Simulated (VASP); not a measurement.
Here is a VASP 6.6.1 calculation.

File INCAR:

```
  PREC = Accurate
  ENCUT = 520
  EDIFF = 1E-6
  ISMEAR = -1
  SIGMA = 0.05
  LREAL = False
  LASPH = True
  NELM = 80
  ALGO = Normal
  ISIF = 2
  LWAVE = False
  LCHARG = True
  GGA = PE
  LELF = True
  LVHAR = True
  NBANDS = 30
```

File KPOINTS:

```
regular mesh
0
Gamma
  8 8 3
```

Contents of POSCAR:

```
La
1.0
    3.7700000000      0.0000000000      0.0000000000
   -1.8850000000      3.2649157723      0.0000000000
    0.0000000000      0.0000000000     12.1590000000
La
4
Direct
    0.6666666667      0.3333333333      0.2500000000
    0.3333333333      0.6666666667      0.7500000000
    0.0000000000      0.0000000000      0.5000000000
    0.0000000000      0.0000000000      0.0000000000
```

Potentials or basis: VASP PAW PBE potentials, release 64 (La).

The run is started by

```bash
$ cat potpaw_PBE.64/La/POTCAR > POTCAR
$ mpirun -np 1 vasp_std > vasp.out
```

(1) Estimate the band gap on the k mesh.

(2) Estimate the pressure.

Results:

(1) zero (bands 22 and 23 overlap by 1.20 eV).

(2) -0.2 GPa.

Caveat: spin-orbit coupling is left out, which moves the levels of the heavy elements.
